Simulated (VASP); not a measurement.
The system is Ge.

```xyz
8
Lattice="3.2933 -6.7873 0.0000 3.2933 6.7873 0.0000 0.0000 0.0000 3.8918" Properties=species:S:1:pos:R:3 pbc="T T T"
Ge    2.0735    2.2614    0.0000
Ge    4.5132   -2.2614    0.0000
Ge    4.5132    2.2614    0.0000
Ge    2.0735   -2.2614    0.0000
Ge    5.3718   -1.2105    1.9459
Ge    1.2149    1.2105    1.9459
Ge    1.2149   -1.2105    1.9459
Ge    5.3718    1.2105    1.9459
```

The cell was built from a structure type or drawn by symmetry, and may not be a known phase.

| Property | Result |
| --- | --- |
| Program | VASP 6.6.1 |
| Task | relaxation of cell and atoms |
| Functional | PBE |
| Potentials or basis | VASP PAW PBE potentials, release 64 (Ge_d) |
| Cutoff | 600 eV |
| k mesh | 4 × 4 × 4 |
| Occupations | gaussian, width 0.1 eV |
| Spin | no spin polarisation |

At the start: pressure 9.2 GPa; volume 21.75 Å³/atom.

Question: How do energy, volume and symmetry change on relaxing?

Answer: Over 7 steps the energy falls by 76.8 meV/atom and the volume is 24.62 Å³/atom (+13.2 %); space group Cmmm (No. 65, to 0.1 Å) before and after.

Step by step:
```csv
step,energy change (eV),largest force (eV/Å),pressure (GPa),volume (Å³)
1,0.0000,0.4533,9.23,173.99
2,-0.5098,0.2695,-2.58,207.44
3,-0.6110,0.1282,0.30,196.34
4,-0.6108,0.1348,-0.02,197.15
5,-0.6136,0.0292,-0.22,197.57
6,-0.6136,0.0350,-0.16,197.54
7,-0.6147,0.0091,-0.08,196.93
```

Final structure:
```
Ge
1.0
     3.40547   -7.03880    0.00000
     3.40547    7.03880    0.00000
     0.00000    0.00000    4.10778
Ge
8
Direct
  0.14849 0.48299 0.00000
  0.85151 0.51701 0.00000
  0.51701 0.85151 0.00000
  0.48299 0.14849 0.00000
  0.90463 0.72594 0.50000
  0.09537 0.27406 0.50000
  0.27406 0.09537 0.50000
  0.72594 0.90463 0.50000
```
